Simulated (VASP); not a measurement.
# Ru (P6_3/mmc) in VASP: further runs, part 2 of 2

VASP 6.6.1. The steps go on from the part before.

## Step 3: Single point, PBE

This run uses another cell than the first one, of 12.49 Å³/atom, 1.045 times its volume.

Contents of INCAR:

```
SYSTEM = Ru
ALGO     = Normal         ! electronic algorithm
EDIFF    = 1E-6           ! SCF threshold, eV
ENCUT    = 520            ! plane-wave cutoff, eV
GGA      = PE             ! functional
ISIF     = 2              ! what is computed and relaxed
ISMEAR   = -1             ! smearing method
LASPH    = .True.         ! aspherical terms in the spheres
LCHARG   = .False.        ! write CHGCAR
LREAL    = .False.        ! projectors in reciprocal space
LWAVE    = .False.        ! write WAVECAR
NBANDS   = 21             ! bands
NELM     = 100            ! most SCF steps
PREC     = Accurate       ! precision mode
SIGMA    = 0.05           ! smearing width, eV
```

Contents of KPOINTS:

```
k-points
0
Gamma
  12 12 7
  0 0 0
```

Contents of POSCAR:

```
Ru
1.0
    2.6316308460      0.0000000000      0.0000000000
   -1.3158154230      2.2790596158      0.0000000000
    0.0000000000      0.0000000000      4.1645280950
Ru
2
Direct
    0.3333333333      0.6666666667      0.2500000000
    0.6666666667      0.3333333333      0.7500000000
```

Potentials or basis: VASP PAW PBE potentials, release 64 (Ru_pv).

The run is started by

```bash
cat potpaw_PBE.64/Ru_pv/POTCAR > POTCAR
mpirun -np 1 vasp_std > vasp.out
```

OUTCAR:

```text
SYSTEM = Ru
   EDIFF = 1E-6
   ENCUT = 520
   GGA = PE
   ISIF = 2
   ISMEAR = -1
   LASPH = .True.
   LREAL = .False.
   NELM = 100
   PREC = Accurate

 ion  position               nearest neighbor table
   1  0.333  0.667  0.250-   2 2.58   2 2.58   2 2.58   2 2.58   2 2.58   2 2.58
   2  0.667  0.333  0.750-   1 2.58   1 2.58   1 2.58   1 2.58   1 2.58   1 2.58

  LATTYP: Found a hexagonal cell.
 ALAT       =     2.6316308460
 C/A-ratio  =     1.5824894671

  Lattice vectors:

 A1 = (   2.6316308460,   0.0000000000,   0.0000000000)
 A2 = (  -1.3158154230,   2.2790596158,   0.0000000000)
 A3 = (   0.0000000000,   0.0000000000,   4.1645280950)

Analysis of symmetry for initial positions (statically):
=====================================================================
 Subroutine PRICEL returns:
 Original cell was already a primitive cell.

 Routine SETGRP: Setting up the symmetry group for a
 hexagonal supercell.

 Subroutine GETGRP returns: Found 24 space group operations
 (whereof 12 operations were pure point group operations)
 out of a pool of 24 trial point group operations.

The static configuration has the point symmetry D_3d.
 The point group associated with its full space group is D_6h.

Analysis of symmetry for dynamics (positions and initial velocities):
=====================================================================
 Subroutine PRICEL returns:
 Original cell was already a primitive cell.

 Routine SETGRP: Setting up the symmetry group for a
 hexagonal supercell.

 Subroutine GETGRP returns: Found 24 space group operations
 (whereof 12 operations were pure point group operations)
 out of a pool of 24 trial point group operations.

The dynamic configuration has the point symmetry D_3d.
 The point group associated with its full space group is D_6h.

 Subroutine INISYM returns: Found 24 space group operations
 (whereof 12 operations are pure point group operations),
 and found     1 'primitive' translations

----------------------------------------------------------------------------------------

                                     Primitive cell

  volume of cell :      24.9774

  direct lattice vectors                    reciprocal lattice vectors
     2.631630846  0.000000000  0.000000000     0.379992506  0.219388732  0.000000000
    -1.315815423  2.279059616  0.000000000     0.000000000  0.438777465  0.000000000
     0.000000000  0.000000000  4.164528095     0.000000000  0.000000000  0.240123245

  length of vectors
     2.631630846  2.631631236  4.164528095     0.438777530  0.438777465  0.240123245

  position of ions in fractional coordinates (direct lattice)
     0.333333333  0.666666667  0.250000000
     0.666666667  0.333333333  0.750000000

  ion indices of the primitive-cell ions
   primitive index   ion index
                 1           1
                 2           2

----------------------------------------------------------------------------------------

 KPOINTS: k-points

Automatic generation of k-mesh.
 Grid dimensions read from file:
 generate k-points for:   12   12    7

 Generating k-lattice:

  Cartesian coordinates                     Fractional coordinates (reciprocal lattice)
     0.031666042  0.018282394  0.000000000     0.083333333  0.000000000  0.000000000
     0.000000000  0.036564789  0.000000000     0.000000000  0.083333333  0.000000000
     0.000000000  0.000000000  0.034303321     0.000000000  0.000000000  0.142857143

  Length of vectors
     0.036564794  0.036564789  0.034303321

  Shift w.r.t. Gamma in fractional coordinates (k-lattice)
     0.000000000  0.000000000  0.000000000

 Subroutine IBZKPT returns following result:
 ===========================================

 Found     76 irreducible k-points:

 Following reciprocal coordinates:
            Coordinates               Weight
  0.000000  0.000000  0.000000      1.000000
  0.083333  0.000000  0.000000      6.000000
  0.166667  0.000000  0.000000      6.000000
  0.250000 -0.000000  0.000000      6.000000
  0.333333  0.000000  0.000000      6.000000
  0.416667  0.000000  0.000000      6.000000
[... 16 lines left out ...]
  0.250000 -0.000000  0.142857     12.000000
  0.333333  0.000000  0.142857     12.000000
 [... further k-points ...]
   k-points           NKPTS =     76   k-points in BZ     NKDIM =     76   number of bands    NBANDS=     21
   number of dos      NEDOS =    301   number of ions     NIONS =      2
   total plane-waves  NPLWV =  12800
   dimension x,y,z NGX =    20 NGY =   20 NGZ =   32
   dimension x,y,z NGXF=    40 NGYF=   40 NGZF=   64
   ions per type =               2
   NGX,Y,Z   is equivalent  to a cutoff of  12.63, 12.63, 12.77 a.u.
   NGXF,Y,Z  is equivalent  to a cutoff of  25.27, 25.27, 25.55 a.u.
 SYSTEM =  Ru
   PREC   = accura    normal or accurate (medium, high low for compatibility)
   ISTART =      0    job   : 0-new  1-cont  2-samecut
   ICHARG =      2    charge: 1-file 2-atom 10-const
   ISPIN  =      1    spin polarized calculation?
   LNONCOLLINEAR =      F non collinear calculations
   LSORBIT =      F    spin-orbit coupling
   LASPH  =      T    aspherical Exc in radial PAW
   ENCUT  =  520.0 eV  38.22 Ry    6.18 a.u.   4.89  4.89  7.74*2*pi/ulx,y,z
   NELM   =    100;   NELMIN=  2; NELMDL= -5     # of ELM steps
   EDIFF  = 0.1E-05   stopping-criterion for ELM
   LREAL  =      F    real-space projection
   EDIFFG = 0.1E-04   stopping-criterion for IOM
   NSW    =      0    number of steps for IOM
   IBRION =     -1    ionic relax: 0-MD 1-quasi-New 2-CG
   NFREE  =      0    steps in history (QN), initial steepest desc. (CG)
   ISIF   =      2    stress and relaxation
   ISYM   =      2    0-nonsym 1-usesym 2-fastsym
   POTIM  = 0.5000    time-step for ionic-motion
   TEBEG  =    0.0;   TEEND  =   0.0 temperature during run
   PSTRESS=    0.0 pullay stress
   NELECT =      28.0000    total number of electrons
   NUPDOWN=      -1.0000    fix difference up-down
   EMIN   =  10.00;   EMAX   =-10.00  energy-range for DOS
   EFERMI =   0.00;   METHOD = LEGACY
   ISMEAR =    -1;   SIGMA  =   0.05  broadening in eV -4-tet -1-fermi 0-gaus
   EFERMI_NEDOS =   21; number of points for ismear=-14 and -15
   IALGO  =     38    algorithm
   IMIX   =      4    mixing-type and parameters
     AMIX     =   0.40;   BMIX     =  1.00
     AMIX_MAG =   1.60;   BMIX_MAG =  1.00
  volume/ion in A,a.u.               =      12.49        84.28
  Fermi-wavevector in a.u.,A,eV,Ry     =   1.700639  3.213741 39.350383  2.892172
  Thomas-Fermi vector in A             =   2.780737
   LORBIT       =      0    0 simple, 1 ext, 2 COOP (PROOUT), +10 PAW based schemes
   GGA     = PE    functional components
   LHFCALC =     F    Hartree Fock is set to
   AEXX    =    0.0000 exact exchange contribution
   IVDW    =     0    specifies the selected vdW correction
   LEPSILON=     F    determine dielectric tensor
   LRPA    =     F    only Hartree local field effects (RPA)
 non-spin polarized calculation
  energy-cutoff  :      520.00
  volume of cell :       24.98
 maximum number of plane-waves:       699
 NGX is ok and might be reduce to    20
   NGX =  9   NGY =  9   NGZ = 15

 number of electron      27.9999996 magnetization

 Free energy of the ion-electron system (eV)
  ---------------------------------------------------
  ext. energy  EPLUGINS =         0.00000000
  ---------------------------------------------------
  free energy    TOTEN  =       -18.20416329 eV

  energy without entropy =      -18.19272204  energy(sigma->0) =      -18.19844266

 E-fermi :  14.4574     XC(G=0): -14.6459

 val. band max:       14.4476948382   @ k =   0.3333   0.1667   0.2857
 cond. band min:      14.4863471858   @ k =   0.3333   0.0833   0.2857
 fundamental gap:      0.0386523476
 Fermi energy:        14.4574265124

 k-point     1 :       0.0000    0.0000    0.0000
  band No.  band energies     occupation
      1     -29.5756      2.00000
      2     -28.3611      2.00000
      3     -28.3611      2.00000
      4     -28.1417      2.00000
      5     -28.1416      2.00000
      6     -28.0761      2.00000
[... 13 lines left out ...]
     20      24.7444      0.00000
     21      25.8198      0.00000
[... 529 lines left out ...]
 k-point    24 :       0.3333    0.0000    0.1429
  band No.  band energies     occupation
      1     -29.2614      2.00000
      2     -28.9902      2.00000
      3     -28.8916      2.00000
      4     -28.5772      2.00000
      5     -28.2982      2.00000
      6     -28.2718      2.00000
[... 13 lines left out ...]
     20      24.7443      0.00000
     21      26.7932      0.00000

 [... further k-points ...]

------------------------ aborting loop because EDIFF is reached ----------------------------------------

  FORCE on cell =-STRESS in cart. coord.  units (eV):
  Direction    XX          YY          ZZ          XY          YZ          ZX
  --------------------------------------------------------------------------------------
  -------------------------------------------------------------------------------------
  Total        5.8605950      5.8605973      6.2295947      0.0000000     -0.0000000      0.0000000
  in kB      375.9290101    375.9291585    399.5985706      0.0000000     -0.0000000      0.0000000
  external PRESSURE =     383.8189130 kB  Pullay stress =       0.0000000 kB

 VOLUME and BASIS-vectors are now :
 -----------------------------------------------------------------------------
  energy-cutoff  :      520.00
  volume of cell :       24.98
      direct lattice vectors                 reciprocal lattice vectors
     2.631630846  0.000000000  0.000000000     0.379992506  0.219388732  0.000000000
    -1.315815423  2.279059616  0.000000000     0.000000000  0.438777465  0.000000000
     0.000000000  0.000000000  4.164528095     0.000000000  0.000000000  0.240123245

 POSITION                                       TOTAL-FORCE (eV/Angst)
 -----------------------------------------------------------------------------------
     -0.00000      1.51937      1.04113         0.000000     -0.000000      0.000000
      1.31582      0.75969      3.12340        -0.000000      0.000000      0.000000
 -----------------------------------------------------------------------------------
    total drift:                               -0.000000      0.000000     -0.000000

  FREE ENERGIE OF THE ION-ELECTRON SYSTEM (eV)
  ---------------------------------------------------
  free  energy   TOTEN  =       -18.2041632899 eV

  energy  without entropy=      -18.1927220364  energy(sigma->0) =      -18.19844266
```

Wall time 13 s (1 thread of AMD EPYC 9R45 (Zen 5), shared host); peak memory 0.13 GiB.

Results:

| Property | Result |
| --- | --- |
| Free energy | -18.2042 eV |
| Pressure | 38.4 GPa |
| Band gap on the k mesh | zero (band 14 reaches 16.06 eV, above the bottom of band 15 at 12.68 eV) |
